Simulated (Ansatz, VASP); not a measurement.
## RuC2 in VASP and in Ansatz

Contents of INCAR:

```
PREC = Accurate ; ENCUT = 520
EDIFF = 1E-6 ; ISMEAR = 0
SIGMA = 0.1 ; LREAL = False
LASPH = True ; NELM = 60
ALGO = Normal ; ISIF = 2
LWAVE = False ; LCHARG = True
GGA = PE ; LELF = True
LVHAR = True ; NBANDS = 18
```

The input KPOINTS:

```
regular mesh
0
Gamma
  8 8 8
```

The input POSCAR:

```
RuC2
1.0
   -1.4031849669      1.4031849669      3.4421881219
    1.4031849669     -1.4031849669      3.4421881219
    1.4031849669      1.4031849669     -3.4421881219
Ru C
1 2
Direct
    0.0000000000      0.0000000000      0.0000000000
    0.6650000000      0.6650000000      0.0000000000
    0.3350000000      0.3350000000      0.0000000000
```

Input for Ansatz:

```yaml
crystal:
  lattice:
    - [-1.4031849669, 1.4031849669, 3.4421881219]
    - [1.4031849669, -1.4031849669, 3.4421881219]
    - [1.4031849669, 1.4031849669, -3.4421881219]
  atoms:
    - { symbol: Ru, position: [0.0, 0.0, 0.0] }
    - { symbol: C, position: [0.665, 0.665, 0.0] }
    - { symbol: C, position: [0.335, 0.335, 0.0] }
basis:
  ecutwfc: 420
kpoints:
  mp_grid: { grid: [8, 8, 8] }
hamiltonian:
  xc: pbe
scf:
  occupations: { method: gaussian, width: 0.1 }
  lower_state_search: "off"
output:
  forces: true
  stress: true
  eigenvalues: true
```

Alike in both runs: task single point; functional PBE; k mesh 8 × 8 × 8; occupations gaussian, width 0.1 eV; no spin polarisation.

|  | VASP | Ansatz |
| --- | --- | --- |
| version | VASP 6.6.1 | Ansatz 0.2.0 |
| potentials or method | VASP PAW PBE potentials, release 64 (Ru_pv, C), cutoff 520 eV | scalar-relativistic, plane waves, PAW |
| valence electrons in the cell | 22 | 24 |

|  | VASP | Ansatz | Ansatz less VASP |
| --- | --- | --- | --- |
| gap on the k mesh at the Fermi level (eV) | none | none | - |
| pressure (GPa) | -12.8 | -13.0 | -0.11 |
| traceless stress, the component that is largest in VASP (GPa) | -7.00 | -7.05 | -0.049 |
| rms of the force components (eV/Å) | 0.243 | 0.239 | -0.0041 |

Atom by atom the forces differ by 0.004 eV/Å (rms over components). A gap of «none» marks a metal or a gap that the smearing closes. The functional is the same, so the differences come from potentials, cutoffs and numerics. VASP's potentials hold 22 valence electrons a cell and Ansatz's 24, so a difference there can come from the potentials and not from the codes.

The k mesh is coarse, so the values compare programs but aren't converged.
